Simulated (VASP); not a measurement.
# In (P6_3/mmc) in VASP: notebook

Aim: see how the results for In move with the level of theory and the settings. Levels: LDA, PBE. Tasks: vibrations by perturbation theory, band structure.

All numbers are computed with VASP 6.6.1; they aren't measurements. Logs are shortened: lines on timing, memory, paths and dates and some standing lists are left out, and cuts for length are marked.

### 1 The cell of the first run

The structure is hexagonal, space group P6_3/mmc (No. 194). Conventional cell: a = 3.335 Å, b = 3.335 Å, c = 5.509 Å, α = 90.00°, β = 90.00°, γ = 120.00°. Within 4.4 Å of In (site symmetry -6m2) lie 12 In at 3.34 to 3.36 Å.

This isn't the form of In at room conditions, which is tetragonal.

### 2 Vibrations by perturbation theory, LDA

INCAR reads:

```
ALGO = Fast
EDIFF = 1E-8
ENCUT = 520
GGA = CA
IBRION = 8
ISIF = 2
ISMEAR = -1
LASPH = True
LCHARG = False
LREAL = False
LWAVE = False
NBANDS = 20
NELM = 60
NSW = 1
PREC = Accurate
SIGMA = 0.05
```

KPOINTS reads:

```
k-points
0
Gamma
  7 7 4
```

POSCAR reads:

```
In
1.0
    3.3354847820      0.0000000000      0.0000000000
   -1.6677423910      2.8886145552      0.0000000000
    0.0000000000      0.0000000000      5.5091429200
In
2
Direct
    0.6666666667      0.3333333333      0.7500000000
    0.3333333333      0.6666666667      0.2500000000
```

Potentials or basis: VASP PAW LDA potentials, release 64 (In_d).

Command:

```
$ cat potpaw_LDA.64/In_d/POTCAR > POTCAR
$ mpirun -np 1 vasp_std > vasp.out
```

OUTCAR:

```text
EDIFF = 1E-8
   ENCUT = 520
   GGA = CA
   IBRION = 8
   ISIF = 2
   ISMEAR = -1
   LASPH = True
   LREAL = False
   NELM = 60
   NSW = 1
   PREC = Accurate

 ion  position               nearest neighbor table
   1  0.667  0.333  0.750-   2 3.36   2 3.36   2 3.36   2 3.36   2 3.36   2 3.36
   2  0.333  0.667  0.250-   1 3.36   1 3.36   1 3.36   1 3.36   1 3.36   1 3.36

  LATTYP: Found a hexagonal cell.
 ALAT       =     3.3354847820
 C/A-ratio  =     1.6516768266

  Lattice vectors:

 A1 = (   3.3354847820,   0.0000000000,   0.0000000000)
 A2 = (  -1.6677423910,   2.8886145552,   0.0000000000)
 A3 = (   0.0000000000,   0.0000000000,   5.5091429200)

Analysis of symmetry for initial positions (statically):
=====================================================================
 Subroutine PRICEL returns:
 Original cell was already a primitive cell.

 Routine SETGRP: Setting up the symmetry group for a
 hexagonal supercell.

 Subroutine GETGRP returns: Found 24 space group operations
 (whereof 12 operations were pure point group operations)
 out of a pool of 24 trial point group operations.

The static configuration has the point symmetry D_3d.
 The point group associated with its full space group is D_6h.

Analysis of symmetry for dynamics (positions and initial velocities):
=====================================================================
 Subroutine PRICEL returns:
 Original cell was already a primitive cell.

 Routine SETGRP: Setting up the symmetry group for a
 hexagonal supercell.

 Subroutine GETGRP returns: Found 24 space group operations
 (whereof 12 operations were pure point group operations)
 out of a pool of 24 trial point group operations.

The dynamic configuration has the point symmetry D_3d.
 The point group associated with its full space group is D_6h.

 Subroutine INISYM returns: Found 24 space group operations
 (whereof 12 operations are pure point group operations),
 and found     1 'primitive' translations

----------------------------------------------------------------------------------------

                                     Primitive cell

  volume of cell :      53.0802

  direct lattice vectors                    reciprocal lattice vectors
     3.335484782  0.000000000  0.000000000     0.299806495  0.173093360  0.000000000
    -1.667742391  2.888614555  0.000000000     0.000000000  0.346186721  0.000000000
     0.000000000  0.000000000  5.509142920     0.000000000  0.000000000  0.181516438

  length of vectors
     3.335484782  3.335484782  5.509142920     0.346186721  0.346186721  0.181516438

  position of ions in fractional coordinates (direct lattice)
     0.666666667  0.333333333  0.750000000
     0.333333333  0.666666667  0.250000000

  ion indices of the primitive-cell ions
   primitive index   ion index
                 1           1
                 2           2

----------------------------------------------------------------------------------------

 KPOINTS: k-points

Automatic generation of k-mesh.
 Grid dimensions read from file:
 generate k-points for:    7    7    4

 Generating k-lattice:

  Cartesian coordinates                     Fractional coordinates (reciprocal lattice)
     0.042829499  0.024727623  0.000000000     0.142857143  0.000000000  0.000000000
     0.000000000  0.049455246  0.000000000     0.000000000  0.142857143  0.000000000
     0.000000000  0.000000000  0.045379110     0.000000000  0.000000000  0.250000000

  Length of vectors
     0.049455246  0.049455246  0.045379110

  Shift w.r.t. Gamma in fractional coordinates (k-lattice)
     0.000000000  0.000000000  0.000000000

 Subroutine IBZKPT returns following result:
 ===========================================

 Found     24 irreducible k-points:

 Following reciprocal coordinates:
            Coordinates               Weight
  0.000000  0.000000  0.000000      1.000000
  0.142857  0.000000  0.000000      6.000000
  0.285714  0.000000  0.000000      6.000000
  0.428571  0.000000  0.000000      6.000000
  0.142857  0.142857  0.000000      6.000000
  0.285714  0.142857  0.000000     12.000000
[... 16 lines left out ...]
  0.428571  0.142857  0.500000      6.000000
  0.285714  0.285714  0.500000      6.000000
   k-points           NKPTS =     24   k-points in BZ     NKDIM =     24   number of bands    NBANDS=     20
   number of dos      NEDOS =    301   number of ions     NIONS =      2
   total plane-waves  NPLWV =  32928
[... 16 lines left out ...]
   LREAL  =      F    real-space projection
   EDIFFG = 0.1E-06   stopping-criterion for IOM
   NSW    =      1    number of steps for IOM
   IBRION =      8    ionic relax: 0-MD 1-quasi-New 2-CG
   NFREE  =      0    steps in history (QN), initial steepest desc. (CG)
   ISIF   =      2    stress and relaxation
   ISYM   =      2    0-nonsym 1-usesym 2-fastsym
   POTIM  = 0.5000    time-step for ionic-motion
   TEBEG  =    0.0;   TEEND  =   0.0 temperature during run
   PSTRESS=    0.0 pullay stress
   NELECT =      26.0000    total number of electrons
   NUPDOWN=      -1.0000    fix difference up-down
   EMIN   =  10.00;   EMAX   =-10.00  energy-range for DOS
   EFERMI =   0.00;   METHOD = LEGACY
   ISMEAR =    -1;   SIGMA  =   0.05  broadening in eV -4-tet -1-fermi 0-gaus
   EFERMI_NEDOS =   21; number of points for ismear=-14 and -15
   IALGO  =     68    algorithm
   IMIX   =      4    mixing-type and parameters
     AMIX     =   0.40;   BMIX     =  1.00
     AMIX_MAG =   1.60;   BMIX_MAG =  1.00
  volume/ion in A,a.u.               =      26.54       179.10
  Fermi-wavevector in a.u.,A,eV,Ry     =   1.290491  2.438675 22.658704  1.665368
  Thomas-Fermi vector in A             =   2.422320
   LORBIT       =      0    0 simple, 1 ext, 2 COOP (PROOUT), +10 PAW based schemes
   GGA     = CA    functional components
   LHFCALC =     F    Hartree Fock is set to
   AEXX    =    0.0000 exact exchange contribution
   IVDW    =     0    specifies the selected vdW correction
   LEPSILON=     F    determine dielectric tensor
   LRPA    =     F    only Hartree local field effects (RPA)
 non-spin polarized calculation
 RMM-DIIS sequential band-by-band and
  energy-cutoff  :      520.00
  volume of cell :       53.08
 maximum number of plane-waves:      1460
 NGX is ok and might be reduce to    28
   NGX = 13   NGY = 13   NGZ = 21

--------------------------------------- Ionic step        1  -------------------------------------------

 number of electron      26.0000008 magnetization

 Free energy of the ion-electron system (eV)
  ---------------------------------------------------
  ext. energy  EPLUGINS =         0.00000000
  ---------------------------------------------------
  free energy    TOTEN  =        -6.37487928 eV

  energy without entropy =       -6.36828229  energy(sigma->0) =       -6.37158078

 E-fermi :   7.1056     XC(G=0): -10.4617

 val. band max:        6.6894050285   @ k =   0.2857   0.1429   0.0000
 cond. band min:       7.1266141636   @ k =   0.4286   0.0000   0.2500
 fundamental gap:      0.4372091351
 Fermi energy:         7.1055595633

 k-point     1 :       0.0000    0.0000    0.0000
  band No.  band energies     occupation
      1      -7.5520      2.00000
      2      -7.4965      2.00000
      3      -7.4640      2.00000
      4      -7.4640      2.00000
      5      -7.4371      2.00000
      6      -7.4371      2.00000
[... 541 lines left out ...]
     19      17.6188      0.00000
     20      17.6256      0.00000

------------------------ aborting loop because EDIFF is reached ----------------------------------------

  FORCE on cell =-STRESS in cart. coord.  units (eV):
  Direction    XX          YY          ZZ          XY          YZ          ZX
  --------------------------------------------------------------------------------------
  -------------------------------------------------------------------------------------
  Total       -0.9741025     -0.9741025     -1.2606692      0.0000000      0.0000000     -0.0000000
  in kB      -29.4023897    -29.4023897    -38.0521422      0.0000000      0.0000000     -0.0000000
  external PRESSURE =     -32.2856406 kB  Pullay stress =       0.0000000 kB

 VOLUME and BASIS-vectors are now :
 -----------------------------------------------------------------------------
  energy-cutoff  :      520.00
  volume of cell :       53.08
      direct lattice vectors                 reciprocal lattice vectors
     3.335484782  0.000000000  0.000000000     0.299806495  0.173093360  0.000000000
    -1.667742391  2.888614555  0.000000000     0.000000000  0.346186721  0.000000000
     0.000000000  0.000000000  5.509142920     0.000000000  0.000000000  0.181516438

 POSITION                                       TOTAL-FORCE (eV/Angst)
 -----------------------------------------------------------------------------------
      1.66774      0.96287      4.13186        -0.000000      0.000000      0.000000
     -0.00000      1.92574      1.37729         0.000000      0.000000      0.000000
 -----------------------------------------------------------------------------------
    total drift:                                0.000000     -0.000000      0.000000

  FREE ENERGIE OF THE ION-ELECTRON SYSTEM (eV)
  ---------------------------------------------------
  free  energy   TOTEN  =        -6.3748792805 eV

  energy  without entropy=       -6.3682822868  energy(sigma->0) =       -6.37158078

[... ionic steps 2 to 3 ...]

--------------------------------------- Ionic step        4  -------------------------------------------

------------------------ aborting loop because EDIFF is reached ----------------------------------------

[... ionic steps 5 to 5 ...]

--------------------------------------- Ionic step        6  -------------------------------------------

 Free energy of the ion-electron system (eV)
  ---------------------------------------------------
  ---------------------------------------------------
  free energy    TOTEN  =        -0.25115342 eV

  energy without entropy =       -0.25115342

------------------------ aborting loop because EDIFF is reached ----------------------------------------

 INTERNAL STRAIN TENSOR  FOR ION    1  DIRECTION 3   (eV/Angst):
 -----------------------------------------------------------------------------
    -0.00236 -0.00000  0.00000
    -0.00000 -0.00236 -0.00000
     0.00000 -0.00000  0.00656

 INTERNAL STRAIN TENSOR FOR ION    2 for displacements in x,y,z  (eV/Angst):
          X           Y           Z          XY          YZ          ZX
  --------------------------------------------------------------------------------
  x     0.00000     0.00000     0.00000    -0.23927     0.00000     0.00000
  y    -0.23927     0.23927    -0.00000     0.00000     0.00000     0.00000
  z    -0.00000     0.00000    -0.00000     0.00000     0.00000     0.00000

 SECOND DERIVATIVES (NOT SYMMETRIZED)
 ------------------------------------
               1X          1Y          1Z          2X          2Y          2Z
  1X    -0.175652    0.000000    0.000000    0.175652    0.000000    0.000000
  1Y     0.000000   -0.175652    0.000000    0.000000    0.175652    0.000000
  1Z     0.000000   -0.000000   -2.413862   -0.000000    0.000000    2.413862
  2X     0.175652    0.000000    0.000000   -0.175652    0.000000    0.000000
  2Y     0.000000    0.175652    0.000000    0.000000   -0.175652    0.000000
  2Z    -0.000000    0.000000    2.413862    0.000000   -0.000000   -2.413862

 Eigenvectors and eigenvalues of the dynamical matrix
 ----------------------------------------------------

   1 f  =    3.205629 THz    20.141559 2PiTHz  106.928263 cm-1    13.257409 meV
             X         Y         Z           dx          dy          dz
      1.667742  0.962872  4.131857    -0.000000    0.000000    0.707107
     -0.000000  1.925743  1.377286     0.000000    0.000000   -0.707107
[... 11 lines left out ...]
   4 f  =    0.000000 THz     0.000000 2PiTHz    0.000000 cm-1     0.000000 meV
             X         Y         Z           dx          dy          dz
      1.667742  0.962872  4.131857    -0.000000    0.000000    0.707107
     -0.000000  1.925743  1.377286     0.000000    0.000000    0.707107

   5 f/i=    0.000000 THz     0.000000 2PiTHz    0.000000 cm-1     0.000000 meV
             X         Y         Z           dx          dy          dz
      1.667742  0.962872  4.131857     0.707107    0.000000    0.000000
     -0.000000  1.925743  1.377286     0.707107   -0.000000    0.000000

   6 f/i=    0.000000 THz     0.000000 2PiTHz    0.000000 cm-1     0.000000 meV
             X         Y         Z           dx          dy          dz
      1.667742  0.962872  4.131857    -0.000000    0.707107   -0.000000
     -0.000000  1.925743  1.377286    -0.000000    0.707107    0.000000

--------------------------------------------------------------------------------------------------------

 ELASTIC MODULI CONTR FROM IONIC RELAXATION (kBar)
 Direction    XX          YY          ZZ          XY          YZ          ZX
 --------------------------------------------------------------------------------
 XX          -9.8377      9.8377     -0.0000      0.0000      0.0000      0.0000
 YY           9.8377     -9.8377      0.0000     -0.0000     -0.0000      0.0000
 ZZ          -0.0000      0.0000     -0.0000      0.0000      0.0000      0.0000
 XY           0.0000     -0.0000      0.0000     -9.8377      0.0000      0.0000
 YZ           0.0000     -0.0000      0.0000      0.0000     -0.0000      0.0000
 ZX           0.0000      0.0000      0.0000      0.0000      0.0000      0.0000
 --------------------------------------------------------------------------------
```

Wall time 5.2 min (1 thread of Intel Xeon 8259CL, shared host); peak memory 0.28 GiB.

What came out:

```
Highest phonon frequency at Γ : 107 cm⁻¹
```

Phonon frequencies in cm⁻¹ (negative: imaginary):
| q point | frequencies |
| --- | --- |
| (0.000, 0.000, 0.000) | 0 0 0 29 29 107 |

Caveat: the cell stands under pressure or tension, which shifts response properties; spin-orbit coupling is left out, which moves the levels of the heavy elements.

(Part 1 of 2 ends here.)
